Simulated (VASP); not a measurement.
K2S, 3 atoms in the cell. The structure is cubic, space group Fm-3m (No. 225). Conventional cell: a = 7.405 Å, b = 7.405 Å, c = 7.405 Å, α = 90.00°, β = 90.00°, γ = 90.00°. K (site symmetry -43m) has 4 S at 3.21 Å and 6 K at 3.70 Å within 4.2 Å. S (site symmetry m-3m) has 8 K at 3.21 Å within 4.2 Å. 

- Program: VASP 6.6.1
- Task: single point
- Functional: PBE
- Potentials or basis: VASP PAW PBE potentials, release 64 (K_sv, S)
- Cutoff: 500 eV
- k mesh: 6 × 6 × 6
- Occupations: gaussian, width 0.01 eV
- Spin: no spin polarisation
- Dipole correction: no
- Further INCAR settings: ALGO = Normal; EDIFF = 1e-06; NBANDS = 19

Potentials or basis: VASP PAW PBE potentials, release 64 (K_sv, S).

Launch:

```sh
$ cat potpaw_PBE.64/K_sv/POTCAR potpaw_PBE.64/S/POTCAR > POTCAR
$ mpirun -np 1 vasp_std > vasp.out
```

Hardware: 1 thread of Intel(R) Xeon(R) Platinum 8175M CPU @ 2.50GHz (Skylake/Cascade Lake), with other jobs on the host.

How long does it take, and how much memory?

Run time: 56 s on 1 thread of Intel(R) Xeon(R) Platinum 8175M CPU @ 2.50GHz (Skylake/Cascade Lake), with other jobs on the host, peak memory 0.24 GiB. Counts: scf iterations 15, k points 16.
